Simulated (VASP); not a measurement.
## Sn2GeO3: single point with PBE

Sn2GeO3:

```xyz
6
Lattice="3.0712 0.0000 0.0000 0.0000 3.0712 0.0000 0.0000 0.0000 9.1886" Properties=species:S:1:pos:R:3 pbc="T T T"
Sn    0.0000    0.0000    3.0052
Sn    0.0000    0.0000    6.1834
Ge    0.0000    0.0000    0.0000
O     1.5356    1.5356    1.4348
O     1.5356    1.5356    4.5943
O     1.5356    1.5356    7.7538
```

```json
{
 "Program": "VASP 6.6.1",
 "Task": "single point",
 "Functional": "PBE",
 "Potentials or basis": "VASP PAW PBE potentials, release 64 (Sn_d, Ge_d, O)",
 "Cutoff": "520 eV",
 "k mesh": "6 × 6 × 2",
 "Occupations": "gaussian, width 0.1 eV",
 "Spin": "no spin polarisation",
 "Dipole correction": "no",
 "Further INCAR settings": "ALGO = Normal; EDIFF = 1e-06; NBANDS = 39"
}
```

```yaml
Pressure: -0.3 GPa
Largest_force: 0.006 eV/Å
Band_gap_on_the_k_mesh: 0.08 eV, indirect (least direct gap 0.94 eV)
```

Forces in eV/Å, atoms in the order of the input:
```
Sn   0.000  0.000  0.006
Sn   0.000  0.000 -0.006
Ge   0.000  0.000  0.000
O    0.000  0.000 -0.002
O    0.000  0.000  0.000
O    0.000  0.000  0.002
```

Levels at points of the mesh, in eV from the valence-band top:
```tsv
k point	band 28	band 29	band 30	band 31	band 32	band 33
(0.00, 0.00, 0.00)	-1.66	-1.66	-1.53	2.13	2.39	6.65
(0.50, 0.00, 0.00)	-1.38	-1.29	-0.78	0.61	2.71	2.85
(0.50, 0.50, 0.00)	-2.74	-2.66	-1.25	1.22	1.22	1.38
(0.00, 0.00, 0.50)	-1.47	-1.47	-0.82	0.59	4.91	5.27
(0.50, 0.00, 0.50)	-1.28	-0.30	0.00	0.94	0.96	3.64
(0.50, 0.50, 0.50)	-1.98	-1.62	-1.42	0.08	0.15	0.15
```

Run time: 86 s on 1 thread of Oxide Virtual Turin-like Processor, on a shared host, peak memory 0.19 GiB.

Caveat: spin-orbit coupling is left out, which moves the levels of the heavy elements. A k mesh can miss the band edges.
